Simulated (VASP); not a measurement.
# Si (I4_1/amd) in VASP: further runs

Si is run at these levels: r2SCAN; tasks: single point.

Program: VASP 6.6.1. These are calculated values, not measurements. Logs are shortened: lines on timing, memory, paths and dates and some standing lists are left out, and cuts for length are marked.

### 1 The cell of the first run

Symmetry: I4_1/amd, No. 141, tetragonal system. Conventional cell: a = 4.980 Å, b = 4.980 Å, c = 2.526 Å, α = 90.00°, β = 90.00°, γ = 90.00°. Within 3.3 Å of Si (site symmetry -4m2) lie 10 Si at 2.53 to 3.13 Å.

### 2 Single point, r2SCAN (strain +0.050 along x and y, -0.050 along z)

The input, POSCAR:

```
Si
1.0
   -2.4899409197      2.4899409197      1.2628021204
    2.4899409197     -2.4899409197      1.2628021204
    2.4899409197      2.4899409197     -1.2628021204
Si
2
Direct
    0.2500000000      0.7500000000      0.5000000000
    0.5000000000      0.5000000000      0.0000000000
```

The input, INCAR.step1:

```
PREC = Accurate ; ENCUT = 520
ISMEAR = 0 ; SIGMA = 0.15
LREAL = F ; LASPH = T
NELM = 80 ; NBANDS = 11
GGA = PE ; ALGO = Normal
EDIFF = 1E-4 ; LWAVE = T
LCHARG = F
```

The input, INCAR.step2:

```
PREC = Accurate ; ENCUT = 520
EDIFF = 1E-6 ; ISMEAR = 0
SIGMA = 0.15 ; LREAL = F
LASPH = T ; NELM = 80
ALGO = Normal ; ISIF = 2
LWAVE = F ; LCHARG = F
METAGGA = R2SCAN ; LMIXTAU = T
NBANDS = 11 ; ISTART = 1
```

The input, KPOINTS:

```
Automatic mesh
0
Gamma
  20 20 20
```

Potentials or basis: VASP PAW PBE potentials, release 64 (Si).

Run with:

```sh
$ cat potpaw_PBE.64/Si/POTCAR > POTCAR
$ cp INCAR.step1 INCAR
$ mpirun -np 1 vasp_std > vasp.out
$ cp INCAR.step2 INCAR
$ mpirun -np 1 vasp_std > vasp.out
```

OUTCAR:

```text
PREC = Accurate
   ENCUT = 520
   EDIFF = 1E-6
   ISMEAR = 0
   LREAL = F
   LASPH = T
   NELM = 80
   ISIF = 2
   METAGGA = R2SCAN
   ISTART = 1

 ion  position               nearest neighbor table
   1  0.250  0.750  0.500-   2 2.57   2 2.57   2 2.57   2 2.57   2 3.13   2 3.13   2 3.13   2 3.13

   2  0.500  0.500  0.000-   1 2.57   1 2.57   1 2.57   1 2.57   1 3.13   1 3.13   1 3.13   1 3.13

  LATTYP: Found a body centered tetragonal cell.
 ALAT       =     4.9798818394
 C/A-ratio  =     0.5071614794

  Lattice vectors:

 A1 = (  -2.4899409197,   2.4899409197,   1.2628021204)
 A2 = (   2.4899409197,  -2.4899409197,   1.2628021204)
 A3 = (   2.4899409197,   2.4899409197,  -1.2628021204)

Analysis of symmetry for initial positions (statically):
=====================================================================
 Subroutine PRICEL returns:
 Original cell was already a primitive cell.

 Routine SETGRP: Setting up the symmetry group for a
 body centered tetragonal supercell.

 Subroutine GETGRP returns: Found 16 space group operations
 (whereof  8 operations were pure point group operations)
 out of a pool of 16 trial point group operations.

The static configuration has the point symmetry D_2d.
 The point group associated with its full space group is D_4h.

Analysis of symmetry for dynamics (positions and initial velocities):
=====================================================================
 Subroutine PRICEL returns:
 Original cell was already a primitive cell.

 Routine SETGRP: Setting up the symmetry group for a
 body centered tetragonal supercell.

 Subroutine GETGRP returns: Found 16 space group operations
 (whereof  8 operations were pure point group operations)
 out of a pool of 16 trial point group operations.

The dynamic configuration has the point symmetry D_2d.
 The point group associated with its full space group is D_4h.

 Subroutine INISYM returns: Found 16 space group operations
 (whereof  8 operations are pure point group operations),
 and found     1 'primitive' translations

----------------------------------------------------------------------------------------

                                     Primitive cell

  volume of cell :      31.3165

  direct lattice vectors                    reciprocal lattice vectors
    -2.489940920  2.489940920  1.262802120     0.000000000  0.200807977  0.395944853
     2.489940920 -2.489940920  1.262802120     0.200807977  0.000000000  0.395944853
     2.489940920  2.489940920 -1.262802120     0.200807977  0.200807977  0.000000000

  length of vectors
     3.740893043  3.740893043  3.740893043     0.443955145  0.443955145  0.283985365

  position of ions in fractional coordinates (direct lattice)
     0.250000000  0.750000000  0.500000000
     0.500000000  0.500000000  0.000000000

  ion indices of the primitive-cell ions
   primitive index   ion index
                 1           1
                 2           2

----------------------------------------------------------------------------------------

 KPOINTS: Automatic mesh

Automatic generation of k-mesh.
 Grid dimensions read from file:
 generate k-points for:   20   20   20

 Generating k-lattice:

  Cartesian coordinates                     Fractional coordinates (reciprocal lattice)
     0.000000000  0.010040399  0.019797243     0.050000000  0.000000000  0.000000000
     0.010040399  0.000000000  0.019797243     0.000000000  0.050000000  0.000000000
     0.010040399  0.010040399  0.000000000     0.000000000  0.000000000  0.050000000

  Length of vectors
     0.022197757  0.022197757  0.014199268

  Shift w.r.t. Gamma in fractional coordinates (k-lattice)
     0.000000000  0.000000000  0.000000000

 Subroutine IBZKPT returns following result:
 ===========================================

 Found    641 irreducible k-points:

 Following reciprocal coordinates:
            Coordinates               Weight
  0.000000  0.000000  0.000000      1.000000
  0.050000 -0.000000  0.000000      8.000000
  0.100000  0.000000  0.000000      8.000000
  0.150000  0.000000 -0.000000      8.000000
  0.200000  0.000000  0.000000      8.000000
  0.250000  0.000000  0.000000      8.000000
[... 16 lines left out ...]
 -0.400000  0.050000  0.000000     16.000000
 -0.350000  0.050000  0.000000     16.000000
 [... further k-points ...]
   k-points           NKPTS =    641   k-points in BZ     NKDIM =    641   number of bands    NBANDS=     11
   number of dos      NEDOS =    301   number of ions     NIONS =      2
   total plane-waves  NPLWV =  21952
   dimension x,y,z NGX =    28 NGY =   28 NGZ =   28
   dimension x,y,z NGXF=    56 NGYF=   56 NGZF=   56
   ions per type =               2
   NGX,Y,Z   is equivalent  to a cutoff of  12.44, 12.44, 12.44 a.u.
   NGXF,Y,Z  is equivalent  to a cutoff of  24.89, 24.89, 24.89 a.u.
 SYSTEM =  unknown system
   PREC   = accura    normal or accurate (medium, high low for compatibility)
   ISTART =      1    job   : 0-new  1-cont  2-samecut
   ICHARG =      0    charge: 1-file 2-atom 10-const
   ISPIN  =      1    spin polarized calculation?
   LNONCOLLINEAR =      F non collinear calculations
   LSORBIT =      F    spin-orbit coupling
   LASPH  =      T    aspherical Exc in radial PAW
   ENCUT  =  520.0 eV  38.22 Ry    6.18 a.u.   6.96  6.96  6.96*2*pi/ulx,y,z
   NELM   =     80;   NELMIN=  2; NELMDL=  0     # of ELM steps
   EDIFF  = 0.1E-05   stopping-criterion for ELM
   LREAL  =      F    real-space projection
[... 7 lines left out ...]
   TEBEG  =    0.0;   TEEND  =   0.0 temperature during run
   PSTRESS=    0.0 pullay stress
   NELECT =       8.0000    total number of electrons
   NUPDOWN=      -1.0000    fix difference up-down
   EMIN   =  10.00;   EMAX   =-10.00  energy-range for DOS
   EFERMI =   0.00;   METHOD = LEGACY
   ISMEAR =     0;   SIGMA  =   0.15  broadening in eV -4-tet -1-fermi 0-gaus
   EFERMI_NEDOS =   21; number of points for ismear=-14 and -15
   IALGO  =     38    algorithm
   IMIX   =      4    mixing-type and parameters
     AMIX     =   0.40;   BMIX     =  1.00
     AMIX_MAG =   1.60;   BMIX_MAG =  1.00
  volume/ion in A,a.u.               =      15.66       105.67
  Fermi-wavevector in a.u.,A,eV,Ry     =   1.038756  1.962965 14.680888  1.079015
  Thomas-Fermi vector in A             =   2.173255
   LORBIT       =      0    0 simple, 1 ext, 2 COOP (PROOUT), +10 PAW based schemes
   METAGGA = R2SCAN    functional components
   LHFCALC =     F    Hartree Fock is set to
   AEXX    =    0.0000 exact exchange contribution
   IVDW    =     0    specifies the selected vdW correction
   LEPSILON=     F    determine dielectric tensor
   LRPA    =     F    only Hartree local field effects (RPA)
 non-spin polarized calculation
 Gauss-broadening in eV      SIGMA  =   0.15
  energy-cutoff  :      520.00
  volume of cell :       31.32
 maximum number of plane-waves:       880
   NGX = 13   NGY = 13   NGZ = 13

 number of electron       8.0000001 magnetization

 Free energy of the ion-electron system (eV)
  ---------------------------------------------------
  ext. energy  EPLUGINS =         0.00000000
  ---------------------------------------------------
  free energy    TOTEN  =       -16.62817924 eV

  energy without entropy =      -16.62029591  energy(sigma->0) =      -16.62423758

 E-fermi :   8.7731     XC(G=0): -11.3674

 val. band max:        8.7667349774   @ k =  -0.3500  -0.4000   0.0500
 cond. band min:       8.7793619563   @ k =  -0.2000  -0.3000   0.0500
 fundamental gap:      0.0126269789
 Fermi energy:         8.7730558258

 k-point     1 :       0.0000    0.0000    0.0000
  band No.  band energies     occupation
      1      -5.4562      2.00000
      2       5.4193      2.00000
      3       5.6811      2.00000
      4       5.6811      2.00000
      5      10.5835      0.00000
      6      16.6958      0.00000
      7      17.0800      0.00000
      8      17.0800      0.00000
      9      19.0406      0.00000
     10      20.4467      0.00000
     11      21.0329      0.00000

 k-point     2 :       0.0500   -0.0000    0.0000
  band No.  band energies     occupation
      1      -5.3809      2.00000
      2       5.0262      2.00000
      3       5.6759      2.00000
      4       6.2074      2.00000
      5      10.7304      0.00000
      6      16.0652      0.00000
      7      17.1113      0.00000
      8      17.4949      0.00000
      9      18.2702      0.00000
     10      20.1154      0.00000
     11      21.1896      0.00000

 k-point     3 :       0.1000    0.0000    0.0000
  band No.  band energies     occupation
      1      -5.1551      2.00000
      2       4.6615      2.00000
      3       5.6729      2.00000
      4       6.9675      2.00000
      5      11.1570      0.00000
      6      15.2199      0.00000
      7      16.5612      0.00000
      8      17.1754      0.00000
      9      17.7970      0.00000
     10      18.9896      0.00000
     11      21.6565      0.00000

 k-point     4 :       0.1500    0.0000   -0.0000
  band No.  band energies     occupation
      1      -4.7795      2.00000
      2       4.4316      2.00000
      3       5.7007      2.00000
      4       7.8385      2.00000
      5      11.8283      0.00000
      6      14.3121      0.00000
      7      14.8522      0.00000
      8      16.6561      0.00000
      9      17.1207      0.00000
     10      18.7523      0.00000
     11      20.1300      0.00000

 k-point     5 :       0.2000    0.0000    0.0000
  band No.  band energies     occupation
      1      -4.2550      2.00000
      2       4.3408      2.00000
      3       5.7889      2.00000
      4       8.7544      1.13948
      5      12.6940      0.00000
      6      13.0031      0.00000
      7      13.3418      0.00000
      8      15.5299      0.00000
      9      16.5517      0.00000
     10      18.1587      0.00000
     11      19.4049      0.00000
[... 211 lines left out ...]
 k-point    21 :       0.5000    0.0500   -0.0000
  band No.  band energies     occupation
      1       0.8149      2.00000
      2       3.1471      2.00000
      3       5.5209      2.00000
      4       7.2047      2.00000
      5       8.0925      2.00000
      6      10.9589      0.00000
      7      12.9265      0.00000
      8      15.0325      0.00000
      9      17.2470      0.00000
     10      20.1466      0.00000
     11      20.5763      0.00000

 k-point    22 :      -0.4500    0.0500    0.0000
  band No.  band energies     occupation
      1      -0.4400      2.00000
      2       4.6105      2.00000
      3       5.0348      2.00000
      4       6.8825      2.00000
      5       8.8133      0.70408
      6      11.7620      0.00000
      7      12.9442      0.00000
      8      14.8237      0.00000
      9      16.5210      0.00000
     10      19.1421      0.00000
     11      21.3069      0.00000

 k-point    23 :      -0.4000    0.0500    0.0000
  band No.  band energies     occupation
      1      -1.5672      2.00000
      2       4.3890      2.00000
      3       6.3904      2.00000
      4       6.5172      2.00000
      5       9.7620      0.00000
      6      12.7161      0.00000
      7      13.0886      0.00000
      8      13.9220      0.00000
      9      16.6105      0.00000
     10      17.6373      0.00000
     11      20.6468      0.00000

 k-point    24 :      -0.3500    0.0500    0.0000
  band No.  band energies     occupation
      1      -2.5563      2.00000
      2       4.0369      2.00000
      3       6.0893      2.00000
      4       8.1625      2.00000
      5      10.7581      0.00000
      6      12.4970      0.00000
      7      13.4628      0.00000
      8      14.0754      0.00000
      9      16.2554      0.00000
     10      17.1903      0.00000
     11      19.9438      0.00000

 [... further k-points ...]

------------------------ aborting loop because EDIFF is reached ----------------------------------------

  FORCE on cell =-STRESS in cart. coord.  units (eV):
  Direction    XX          YY          ZZ          XY          YZ          ZX
  --------------------------------------------------------------------------------------
  -------------------------------------------------------------------------------------
  Total       -1.1813640     -1.1813640      0.7586930      0.0000000      0.0000000      0.0000000
  in kB      -60.4395122    -60.4395122     38.8153292      0.0000000      0.0000000      0.0000000
  external PRESSURE =     -27.3545651 kB  Pullay stress =       0.0000000 kB

 VOLUME and BASIS-vectors are now :
 -----------------------------------------------------------------------------
  energy-cutoff  :      520.00
  volume of cell :       31.32
      direct lattice vectors                 reciprocal lattice vectors
    -2.489940920  2.489940920  1.262802120     0.000000000  0.200807977  0.395944853
     2.489940920 -2.489940920  1.262802120     0.200807977  0.000000000  0.395944853
     2.489940920  2.489940920 -1.262802120     0.200807977  0.200807977  0.000000000

 POSITION                                       TOTAL-FORCE (eV/Angst)
 -----------------------------------------------------------------------------------
      2.48994      0.00000      0.63140         0.000000      0.000000      0.000000
      0.00000      0.00000      1.26280        -0.000000     -0.000000     -0.000000
 -----------------------------------------------------------------------------------
    total drift:                                0.000000      0.000000      0.000000

  FREE ENERGIE OF THE ION-ELECTRON SYSTEM (eV)
  ---------------------------------------------------
  free  energy   TOTEN  =       -16.6281792410 eV

  energy  without entropy=      -16.6202959101  energy(sigma->0) =      -16.62423758
```

Run time: 15 min. Hardware: 1 thread of Intel Xeon 8259CL, shared host; peak memory 0.3 GiB.

What came out:

* Free energy: -16.6282 eV
* Pressure: -2.7 GPa
* Band gap on the k mesh: zero (bands 4 and 5 overlap by 5.70 eV)

Caveat: the cell differs from its parent crystal (strain +0.050 along x and y, -0.050 along z); the stress differs along the axes, from -6 to 4 GPa; the PAW data sets were made with another functional, which shifts forces and pressure a little.

### 3 Single point, r2SCAN (strain +0.000 along x and y, +0.050 along z)

The input, POSCAR:

```
Si
1.0
   -2.3713723045      2.3713723045      1.3957286594
    2.3713723045     -2.3713723045      1.3957286594
    2.3713723045      2.3713723045     -1.3957286594
Si
2
Direct
    0.2500000000      0.7500000000      0.5000000000
    0.5000000000      0.5000000000      0.0000000000
```

The input, INCAR.step1:

```
PREC = Accurate
ENCUT = 520
ISMEAR = 0
SIGMA = 0.15
LREAL = F
LASPH = T
NELM = 100
NBANDS = 11
GGA = PE
ALGO = Normal
EDIFF = 1E-4
LWAVE = T
LCHARG = F
```

The input, INCAR.step2:

```
PREC = Accurate
ENCUT = 520
EDIFF = 1E-6
ISMEAR = 0
SIGMA = 0.15
LREAL = F
LASPH = T
NELM = 100
ALGO = Normal
ISIF = 2
LWAVE = F
LCHARG = F
METAGGA = R2SCAN
LMIXTAU = T
NBANDS = 11
ISTART = 1
```

KPOINTS is that of step 2.

Potentials or basis: VASP PAW PBE potentials, release 64 (Si).

Run with:

```sh
$ cat potpaw_PBE.64/Si/POTCAR > POTCAR
$ cp INCAR.step1 INCAR
$ mpirun -np 1 vasp_std > vasp.out
$ cp INCAR.step2 INCAR
$ mpirun -np 1 vasp_std > vasp.out
```

Run time: 11 min. Hardware: 1 thread of Intel Xeon 8259CL, shared host; peak memory 0.3 GiB.

Results (log left out):

```
Free energy            : -16.6634 eV
Pressure               : -2.1 GPa
Band gap on the k mesh : zero (bands 4 and 5 overlap by 7.25 eV)
```

Stress tensor (GPa, compression positive):
```
-0.92  0.00  0.00
 0.00 -0.92  0.00
 0.00  0.00 -4.31
```

Levels at points of the mesh, in eV from the Fermi level:
```tsv
k point	band 2	band 3	band 4	band 5	band 6	band 7
(0.00, 0.00, 0.00)	-2.31	-2.31	-1.14	2.22	7.16	8.28
(0.50, 0.00, 0.00)	-7.20	-2.17	-2.04	-1.58	1.32	4.83
(0.50, 0.50, 0.00)	-10.89	0.64	0.64	3.52	3.52	7.41
(0.50, 0.50, 0.50)	-8.26	-6.84	-6.84	4.62	4.62	13.91
```

Caveat: the cell differs from its parent crystal (strain +0.000 along x and y, +0.050 along z); the PAW data sets were made with another functional, which shifts forces and pressure a little.

### 4 Single point, r2SCAN (strain +0.050 along x and y, +0.000 along z)

The input, POSCAR:

```
Si
1.0
   -2.4899409197      2.4899409197      1.3292653899
    2.4899409197     -2.4899409197      1.3292653899
    2.4899409197      2.4899409197     -1.3292653899
Si
2
Direct
    0.2500000000      0.7500000000      0.5000000000
    0.5000000000      0.5000000000      0.0000000000
```

The input, INCAR.step1:

```
SYSTEM = Si
ALGO = Normal ; EDIFF = 1E-4
ENCUT = 520 ; GGA = PE
ISMEAR = 0 ; LASPH = .TRUE.
LCHARG = .FALSE. ; LREAL = .FALSE.
LWAVE = .TRUE. ; NBANDS = 11
NELM = 80 ; PREC = Accurate
SIGMA = 0.15
```

The input, INCAR.step2:

```
SYSTEM = Si
ALGO = Normal ; EDIFF = 1E-6
ENCUT = 520 ; ISIF = 2
ISMEAR = 0 ; ISTART = 1
LASPH = .TRUE. ; LCHARG = .FALSE.
LMIXTAU = .TRUE. ; LREAL = .FALSE.
LWAVE = .FALSE. ; METAGGA = R2SCAN
NBANDS = 11 ; NELM = 80
PREC = Accurate ; SIGMA = 0.15
```

The input, KPOINTS:

```
k-points
0
G
  20 20 20
  0 0 0
```

Run with:

```sh
$ cat potpaw_PBE.64/Si/POTCAR > POTCAR
$ cp INCAR.step1 INCAR
$ mpirun -np 1 vasp_std > vasp.out
$ cp INCAR.step2 INCAR
$ mpirun -np 1 vasp_std > vasp.out
```

Run time: 11 min. Hardware: 1 thread of Intel Xeon 8259CL, shared host; peak memory 0.3 GiB.

It converged, with:

```
Free energy            : -16.6124 eV
Pressure               : -7.6 GPa
Band gap on the k mesh : zero (bands 4 and 5 overlap by 5.83 eV)
```

Stress tensor (GPa, compression positive):
```
-8.53  0.00  0.00
 0.00 -8.53  0.00
 0.00  0.00 -5.59
```

Levels at points of the mesh, in eV from the Fermi level:
```csv
k point,band 1,band 2,band 3,band 4,band 5,band 6,band 7,band 8
"(0.00, 0.00, 0.00)",-13.79,-2.78,-2.70,-2.70,2.15,7.84,8.46,8.46
"(0.50, 0.00, 0.00)",-7.44,-6.56,-2.29,-1.67,-1.50,1.66,4.40,5.57
"(0.50, 0.50, 0.00)",-10.78,-10.78,0.11,0.12,2.29,2.29,9.08,9.08
"(0.50, 0.50, 0.50)",-8.68,-8.68,-6.62,-6.62,6.69,6.69,12.23,12.23
```

Caveat: the cell differs from its parent crystal (strain +0.050 along x and y, +0.000 along z); the cell stands under tension; the PAW data sets were made with another functional, which shifts forces and pressure a little.

### 5 The runs side by side

| cell | gap on the mesh (eV) | pressure (GPa) |
| --- | --- | --- |
| a = 3.741 Å, angles 96.5, 96.5, 140.5°, 2 atoms | none | -2.7 |
| a = 3.632 Å, angles 98.5, 98.5, 134.8°, 2 atoms | none | -2.1 |
| a = 3.764 Å, angles 97.2, 97.2, 138.6°, 2 atoms | none | -7.6 |

Alike in all rows: task single point; level r2SCAN; potentials or basis VASP PAW PBE potentials, release 64 (Si); no spin polarisation; k mesh 20 × 20 × 20; cutoff (eV) 520; smearing gaussian 0.15 eV.

Caveats: the PAW data sets were made with another functional, which shifts forces and pressure a little; the stress differs along the axes, from -6 to 4 GPa (at least some runs); the cell stands under tension (at least some runs).

Total energies depend on the potentials used, so only differences within one code and one set of settings carry meaning.
